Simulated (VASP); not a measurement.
Here is a VASP 6.6.1 calculation.

The input INCAR:

```
SYSTEM = Na
ALGO     = Normal         ! electronic algorithm
EDIFF    = 1E-6           ! SCF threshold, eV
ENCUT    = 520            ! plane-wave cutoff, eV
GGA      = PS             ! functional
ISIF     = 2              ! what is computed and relaxed
ISMEAR   = -1             ! smearing method
LASPH    = .True.         ! aspherical terms in the spheres
LCHARG   = .False.        ! write CHGCAR
LREAL    = .False.        ! projectors in reciprocal space
LWAVE    = .False.        ! write WAVECAR
NBANDS   = 14             ! bands
NELM     = 100            ! most SCF steps
PREC     = Accurate       ! precision mode
SIGMA    = 0.05           ! smearing width, eV
```

The input KPOINTS:

```
k-points
0
Gamma
  8 8 5
  0 0 0
```

The input POSCAR:

```
Na
1.0
    3.7919477469      0.0000000000      0.0000000000
   -1.8959738735      3.2839230787      0.0000000000
    0.0000000000      0.0000000000      6.1947561546
Na
2
Direct
    0.6666666667      0.3333333333      0.7500000000
    0.3333333333      0.6666666667      0.2500000000
```

Potentials or basis: VASP PAW PBE potentials, release 64 (Na_pv).

Launch:

```bash
$ cat potpaw_PBE.64/Na_pv/POTCAR > POTCAR
$ mpirun -np 1 vasp_std > vasp.out
```

(1) Estimate the pressure.

(2) Predict the band gap on the k mesh.

Answers

(1) -0.4 GPa.

(2) zero (band 7 reaches 1.61 eV, above the bottom of band 8 at -1.56 eV).

Caveat: the PAW data sets were made with another functional, which shifts forces and pressure a little.
